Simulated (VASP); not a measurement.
# Al5GaAs6 (P31m) in VASP: relaxation of cell and atoms with PBE

Aim: the relaxation of cell and atoms of Al5GaAs6 with PBE.

Everything below comes from runs of VASP 6.6.1. Logs are shortened: lines on timing, memory, paths and dates and some standing lists are left out, and cuts for length are marked.

**1. The cell of the first run**

The structure is trigonal, space group P31m (No. 157). Conventional cell: a = 7.003 Å, b = 7.003 Å, c = 6.648 Å, α = 90.00°, β = 90.00°, γ = 120.00°. Al (site symmetry m) has 4 As at 2.48 to 2.49 Å within 3.3 Å. Within 3.3 Å of Al (site symmetry 3) lie 4 As at 2.48 to 2.49 Å. Within 3.3 Å of Ga (site symmetry 3m) lie 4 As at 2.49 to 2.50 Å. As (site symmetry m) has 3 Al at 2.48 to 2.49 Å and 1 Ga at 2.49 Å within 3.3 Å. Within 3.3 Å of As (site symmetry 3) lie 4 Al at 2.48 to 2.49 Å. Within 3.3 Å of As (site symmetry 3m) lie 3 Al at 2.48 Å and 1 Ga at 2.50 Å.

**2. Relaxation of cell and atoms, PBE**

Input file INCAR:

```
ALGO = Normal
EDIFF = 1E-7
EDIFFG = -0.01
ENCUT = 600
GGA = PE
IBRION = 2
ISIF = 3
ISMEAR = 0
LASPH = T
LCHARG = F
LREAL = F
LWAVE = F
NELM = 80
NSW = 100
PREC = Accurate
SIGMA = 0.02
```

Input file KPOINTS:

```
k-points
0
Gamma
  6 6 4
```

Input file POSCAR:

```
Al5GaAs6
1.0
    7.0028214000      0.0000000000      0.0000000000
   -3.5014107000      6.0646212000      0.0000000000
    0.0000000000      0.0000000000      6.6481502000
Al Ga As
5 1 6
Direct
    0.3336300000      0.3336300000      0.9994090000
    0.0000000000      0.6663700000      0.9994090000
    0.6663700000      0.0000000000      0.9994090000
    0.6666667000      0.3333333000      0.4999460000
    0.3333333000      0.6666667000      0.4999460000
    0.0000000000      0.0000000000      0.5005660000
    0.3341380000      0.3341380000      0.3737780000
    0.0000000000      0.6658620000      0.3737780000
    0.6658620000      0.0000000000      0.3737780000
    0.6666667000      0.3333333000      0.8739990000
    0.3333333000      0.6666667000      0.8739990000
    0.0000000000      0.0000000000      0.8759830000
```

Potentials or basis: VASP PAW PBE potentials, release 64 (Al, Ga_d, As).

Started as:

```console
> cat potpaw_PBE.64/Al/POTCAR potpaw_PBE.64/Ga_d/POTCAR potpaw_PBE.64/As/POTCAR > POTCAR
> mpirun -np 1 vasp_std > vasp.out
```

OUTCAR:

```text
EDIFF = 1E-7
   EDIFFG = -0.01
   ENCUT = 600
   GGA = PE
   IBRION = 2
   ISIF = 3
   ISMEAR = 0
   LASPH = T
   LREAL = F
   NELM = 80
   NSW = 100
   PREC = Accurate

 ion  position               nearest neighbor table
   1  0.334  0.334  0.999-  12 2.48  11 2.48  10 2.48   7 2.49
   2  0.000  0.666  0.999-  12 2.48  11 2.48  10 2.48   8 2.49
   3  0.666  0.000  0.999-  12 2.48  10 2.48  11 2.48   9 2.49
   4  0.667  0.333  0.500-   9 2.48   8 2.48   7 2.48  10 2.49
   5  0.333  0.667  0.500-   8 2.48   9 2.48   7 2.48  11 2.49
   6  0.000  0.000  0.501-   7 2.49   8 2.49   9 2.49  12 2.50
   7  0.334  0.334  0.374-   5 2.48   4 2.48   6 2.49   1 2.49
   8  0.000  0.666  0.374-   5 2.48   4 2.48   6 2.49   2 2.49
   9  0.666  0.000  0.374-   4 2.48   5 2.48   6 2.49   3 2.49
  10  0.667  0.333  0.874-   3 2.48   2 2.48   1 2.48   4 2.49
  11  0.333  0.667  0.874-   2 2.48   3 2.48   1 2.48   5 2.49
  12  0.000  0.000  0.876-   1 2.48   2 2.48   3 2.48   6 2.50

  LATTYP: Found a hexagonal cell.
 ALAT       =     7.0028214000
 C/A-ratio  =     0.9493530993

  Lattice vectors:

 A1 = (   7.0028214000,   0.0000000000,   0.0000000000)
 A2 = (  -3.5014107000,   6.0646212000,   0.0000000000)
 A3 = (   0.0000000000,   0.0000000000,   6.6481502000)

Analysis of symmetry for initial positions (statically):
=====================================================================
 Subroutine PRICEL returns:
 Original cell was already a primitive cell.

 Routine SETGRP: Setting up the symmetry group for a
 hexagonal supercell.

 Subroutine GETGRP returns: Found  6 space group operations
 (whereof  6 operations were pure point group operations)
 out of a pool of 24 trial point group operations.

The static configuration has the point symmetry C_3v.

Analysis of symmetry for dynamics (positions and initial velocities):
=====================================================================
 Subroutine PRICEL returns:
 Original cell was already a primitive cell.

 Routine SETGRP: Setting up the symmetry group for a
 hexagonal supercell.

 Subroutine GETGRP returns: Found  6 space group operations
 (whereof  6 operations were pure point group operations)
 out of a pool of 24 trial point group operations.

The dynamic configuration has the point symmetry C_3v.

 Subroutine INISYM returns: Found  6 space group operations
 (whereof  6 operations are pure point group operations),
 and found     1 'primitive' translations

----------------------------------------------------------------------------------------

                                     Primitive cell

  volume of cell :     282.3433

  direct lattice vectors                    reciprocal lattice vectors
     7.002821400  0.000000000  0.000000000     0.142799586  0.082445380  0.000000000
    -3.501410700  6.064621200  0.000000000     0.000000000  0.164890760  0.000000000
     0.000000000  0.000000000  6.648150200     0.000000000  0.000000000  0.150417781

  length of vectors
     7.002821400  7.002821374  6.648150200     0.164890760  0.164890760  0.150417781

  position of ions in fractional coordinates (direct lattice)
     0.333630000  0.333630000  0.999409000
     0.000000000  0.666370000  0.999409000
     0.666370000  0.000000000  0.999409000
     0.666666700  0.333333300  0.499946000
     0.333333300  0.666666700  0.499946000
     0.000000000  0.000000000  0.500566000
     0.334138000  0.334138000  0.373778000
     0.000000000  0.665862000  0.373778000
     0.665862000  0.000000000  0.373778000
     0.666666700  0.333333300  0.873999000
     0.333333300  0.666666700  0.873999000
     0.000000000  0.000000000  0.875983000

  ion indices of the primitive-cell ions
   primitive index   ion index
                 1           1
                 2           2
                 3           3
                 4           4
                 5           5
                 6           6
                 7           7
                 8           8
                 9           9
                10          10
                11          11
                12          12

----------------------------------------------------------------------------------------

 KPOINTS: k-points

Automatic generation of k-mesh.
[... 67 lines left out ...]
   EDIFFG = -.1E-01   stopping-criterion for IOM
   NSW    =    100    number of steps for IOM
   IBRION =      2    ionic relax: 0-MD 1-quasi-New 2-CG
   NFREE  =      1    steps in history (QN), initial steepest desc. (CG)
   ISIF   =      3    stress and relaxation
   ISYM   =      2    0-nonsym 1-usesym 2-fastsym
   POTIM  = 0.5000    time-step for ionic-motion
   TEBEG  =    0.0;   TEEND  =   0.0 temperature during run
   PSTRESS=    0.0 pullay stress
   NELECT =      58.0000    total number of electrons
   NUPDOWN=      -1.0000    fix difference up-down
   EMIN   =  10.00;   EMAX   =-10.00  energy-range for DOS
   EFERMI =   0.00;   METHOD = LEGACY
   ISMEAR =     0;   SIGMA  =   0.02  broadening in eV -4-tet -1-fermi 0-gaus
   EFERMI_NEDOS =   21; number of points for ismear=-14 and -15
   IALGO  =     38    algorithm
   IMIX   =      4    mixing-type and parameters
     AMIX     =   0.40;   BMIX     =  1.00
     AMIX_MAG =   1.60;   BMIX_MAG =  1.00
  volume/ion in A,a.u.               =      23.53       158.78
  Fermi-wavevector in a.u.,A,eV,Ry     =   0.965958  1.825396 12.695258  0.933075
  Thomas-Fermi vector in A             =   2.095719
   LORBIT       =      0    0 simple, 1 ext, 2 COOP (PROOUT), +10 PAW based schemes
   GGA     = PE    functional components
   LHFCALC =     F    Hartree Fock is set to
   AEXX    =    0.0000 exact exchange contribution
   IVDW    =     0    specifies the selected vdW correction
   LEPSILON=     F    determine dielectric tensor
   LRPA    =     F    only Hartree local field effects (RPA)
 conjugate gradient relaxation of ions
 non-spin polarized calculation
 Gauss-broadening in eV      SIGMA  =   0.02
  energy-cutoff  :      600.00
  volume of cell :      282.34
 maximum number of plane-waves:      9450
   NGX = 27   NGY = 27   NGZ = 27

--------------------------------------- Ionic step        1  -------------------------------------------

 number of electron      58.0000002 magnetization

 Free energy of the ion-electron system (eV)
  ---------------------------------------------------
  ext. energy  EPLUGINS =         0.00000000
  ---------------------------------------------------
  free energy    TOTEN  =       -55.12319429 eV

  energy without entropy =      -55.12319429  energy(sigma->0) =      -55.12319429

------------------------ aborting loop because EDIFF is reached ----------------------------------------

  FORCE on cell =-STRESS in cart. coord.  units (eV):
  Direction    XX          YY          ZZ          XY          YZ          ZX
  --------------------------------------------------------------------------------------
  -------------------------------------------------------------------------------------
  Total        0.2737145      0.2737145      0.2933592      0.0000000      0.0000000      0.0000000
  in kB        1.5532125      1.5532125      1.6646873      0.0000000      0.0000000      0.0000000
  external PRESSURE =       1.5903708 kB  Pullay stress =       0.0000000 kB

 VOLUME and BASIS-vectors are now :
 -----------------------------------------------------------------------------
  energy-cutoff  :      600.00
  volume of cell :      282.34
      direct lattice vectors                 reciprocal lattice vectors
     7.002821400  0.000000000  0.000000000     0.142799586  0.082445380  0.000000000
    -3.501410700  6.064621200  0.000000000     0.000000000  0.164890760  0.000000000
     0.000000000  0.000000000  6.648150200     0.000000000  0.000000000  0.150417781

 POSITION                                       TOTAL-FORCE (eV/Angst)
 -----------------------------------------------------------------------------------
      1.16818      2.02334      6.64422        -0.000200     -0.000346      0.001984
     -2.33324      4.04128      6.64422        -0.000200      0.000346      0.001984
      4.66647      0.00000      6.64422         0.000399      0.000000      0.001984
      3.50141      2.02154      3.32372        -0.000000      0.000000      0.001142
     -0.00000      4.04308      3.32372        -0.000000      0.000000      0.001142
      0.00000      0.00000      3.32784        -0.000000      0.000000      0.001026
      1.16995      2.02642      2.48493         0.001469      0.002544     -0.002966
     -2.33146      4.03820      2.48493         0.001469     -0.002544     -0.002966
      4.66291      0.00000      2.48493        -0.002938      0.000000     -0.002966
      3.50141      2.02154      5.81048         0.000000     -0.000000     -0.001797
     -0.00000      4.04308      5.81048         0.000000      0.000000     -0.001797
      0.00000      0.00000      5.82367        -0.000000      0.000000      0.003230
 -----------------------------------------------------------------------------------
    total drift:                                0.000000      0.000001     -0.000108

  FREE ENERGIE OF THE ION-ELECTRON SYSTEM (eV)
  ---------------------------------------------------
  free  energy   TOTEN  =       -55.1231942945 eV

  energy  without entropy=      -55.1231942945  energy(sigma->0) =      -55.12319429

--------------------------------------- Ionic step        2  -------------------------------------------

 number of electron      58.0000001 magnetization

 Free energy of the ion-electron system (eV)
  ---------------------------------------------------
  ext. energy  EPLUGINS =         0.00000000
  ---------------------------------------------------
  free energy    TOTEN  =       -55.12345600 eV

  energy without entropy =      -55.12345600  energy(sigma->0) =      -55.12345600

 E-fermi :   3.7399     XC(G=0):  -8.9640

 val. band max:        3.6407066676   @ k =   0.0000   0.0000   0.0000
 cond. band min:       4.9723892286   @ k =   0.0000   0.0000   0.0000
 fundamental gap:      1.3316825610
 Fermi energy:         3.7398618437

 k-point     1 :       0.0000    0.0000    0.0000
  band No.  band energies     occupation
      1     -10.8898      2.00000
      2     -10.8898      2.00000
      3     -10.8891      2.00000
      4     -10.8213      2.00000
      5     -10.8213      2.00000
      6      -8.2381      2.00000
[... 925 lines left out ...]
     35       5.9474      0.00000
     36       7.1373      0.00000

------------------------ aborting loop because EDIFF is reached ----------------------------------------

  FORCE on cell =-STRESS in cart. coord.  units (eV):
  Direction    XX          YY          ZZ          XY          YZ          ZX
  --------------------------------------------------------------------------------------
  -------------------------------------------------------------------------------------
  Total       -0.1194244     -0.1194244     -0.1117987      0.0000000      0.0000000      0.0000000
  in kB       -0.6753968     -0.6753967     -0.6322700      0.0000000      0.0000000      0.0000000
  external PRESSURE =      -0.6610212 kB  Pullay stress =       0.0000000 kB

 VOLUME and BASIS-vectors are now :
 -----------------------------------------------------------------------------
  energy-cutoff  :      600.00
  volume of cell :      283.30
      direct lattice vectors                 reciprocal lattice vectors
     7.010527255  0.000000000  0.000000000     0.142642624  0.082354758 -0.000000000
    -3.505263628  6.071294666 -0.000000000     0.000000000  0.164709515  0.000000000
     0.000000000  0.000000000  6.655990820     0.000000000  0.000000000  0.150240592

 POSITION                                       TOTAL-FORCE (eV/Angst)
 -----------------------------------------------------------------------------------
      1.16945      2.02555      6.65215         0.000093      0.000161      0.000355
     -2.33581      4.04575      6.65215         0.000093     -0.000161      0.000355
      4.67162      0.00000      6.65215        -0.000186     -0.000000      0.000355
      3.50526      2.02376      3.32769        -0.000000     -0.000000      0.000013
     -0.00000      4.04753      3.32769        -0.000000      0.000000      0.000013
      7.01053      0.00000      3.33181        -0.000000      0.000000     -0.000423
      1.17131      2.02877      2.48772         0.001426      0.002469     -0.000944
     -2.33395      4.04252      2.48772         0.001426     -0.002469     -0.000944
      4.66790      0.00000      2.48772        -0.002851      0.000000     -0.000944
      3.50526      2.02376      5.81724        -0.000000     -0.000000     -0.000472
     -0.00000      4.04753      5.81724        -0.000000     -0.000000     -0.000472
      7.01053      0.00000      5.83069        -0.000000      0.000000      0.003110
 -----------------------------------------------------------------------------------
    total drift:                                0.000000      0.000001     -0.000624

  FREE ENERGIE OF THE ION-ELECTRON SYSTEM (eV)
  ---------------------------------------------------
  free  energy   TOTEN  =       -55.1234559963 eV

  energy  without entropy=      -55.1234559963  energy(sigma->0) =      -55.12345600

 reached required accuracy - stopping structural energy minimisation
```

Run time: 14 min. Hardware: 1 thread of Intel Xeon 6975P-C, shared host; peak memory 0.63 GiB.

What came out:

* Free energy: -55.1235 eV
* Relaxed volume: 23.61 Å³/atom
* Relaxed cell: a = 7.011 Å, b = 7.011 Å, c = 6.656 Å, α = 90.00°, β = 90.00°, γ = 120.00°
* Space group after relaxing (to 0.05 Å): P31m (No. 157)
* Energy gained by relaxing: 0.0 meV/atom
* Ionic steps: 2
* Pressure after relaxing: -0.1 GPa
* Largest force after relaxing: 0.003 eV/Å
* Band gap on the k mesh: 1.33 eV, direct

Forces in eV/Å, atoms in the order of the input:
```
Al   0.000  0.000  0.000
Al   0.000  0.000  0.000
Al   0.000  0.000  0.000
Al   0.000  0.000  0.000
Al   0.000  0.000  0.000
Ga   0.000  0.000  0.000
As   0.001  0.002 -0.001
As   0.001 -0.002 -0.001
As  -0.003  0.000 -0.001
As   0.000  0.000  0.000
As   0.000  0.000  0.000
As   0.000  0.000  0.003
```

The path:
```csv
step,energy change (eV),largest force (eV/Å),pressure (GPa),volume (Å³)
1,0.0000,0.0042,0.16,282.34
2,-0.0003,0.0031,-0.07,283.30
```

Final structure:
```yaml
crystal:
  lattice:
    - [7.01053, 0.00000, 0.00000]
    - [-3.50526, 6.07129, 0.00000]
    - [0.00000, 0.00000, 6.65599]
  atoms:
    - { symbol: Al, position: [0.33363, 0.33363, 0.99942] }
    - { symbol: Al, position: [0.00000, 0.66637, 0.99942] }
    - { symbol: Al, position: [0.66637, 0.00000, 0.99942] }
    - { symbol: Al, position: [0.66667, 0.33333, 0.49995] }
    - { symbol: Al, position: [0.33333, 0.66667, 0.49995] }
    - { symbol: Ga, position: [0.00000, 0.00000, 0.50057] }
    - { symbol: As, position: [0.33416, 0.33416, 0.37376] }
    - { symbol: As, position: [0.00000, 0.66584, 0.37376] }
    - { symbol: As, position: [0.66584, 0.00000, 0.37376] }
    - { symbol: As, position: [0.66667, 0.33333, 0.87399] }
    - { symbol: As, position: [0.33333, 0.66667, 0.87399] }
    - { symbol: As, position: [0.00000, 0.00000, 0.87601] }
```
